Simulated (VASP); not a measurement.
Crystal: MnS.

```
CELL_PARAMETERS angstrom
0.00000 2.60450 2.60450
2.60450 0.00000 2.60450
2.60450 2.60450 0.00000
ATOMIC_POSITIONS crystal
Mn 0.00000 0.00000 0.00000
S 0.50000 0.50000 0.50000
```

Base run:

* Program: VASP 6.6.1
* Functional: PBE0
* Potentials or basis: VASP PAW PBE potentials, release 64 (Mn_pv, S)
* Cutoff: 520 eV
* k mesh: 5 × 5 × 5
* Occupations: fermi-dirac, width 0.05 eV
* Spin: collinear spin, ferromagnetic start
* Starting moments: [4.0, 0.0] μB

Its results: band gap on the k mesh 1.92 eV (least direct gap 4.14 eV); pressure 1.8 GPa; net moment 5.00 μB per cell; site moments Mn +4.56; S +0.11 μB.

**Question.** The run is repeated on the same cell with these changes: functional from PBE0 to PBE-based screened hybrid with 25 % exact exchange; cutoff from 520 eV to 400 eV. What comes out?

**Answer.** Band gap on the k mesh 1.18 eV (least direct gap 3.39 eV); pressure 1.3 GPa; net moment 5.00 μB per cell; site moments Mn +4.56; S +0.11 μB.

Caveats: the PAW data sets were made with another functional, which shifts forces and pressure a little; an odd mesh through Γ misses points on the zone boundary, where band edges can lie; a cell with one magnetic atom can't hold antiferromagnetic order, which such compounds often take.
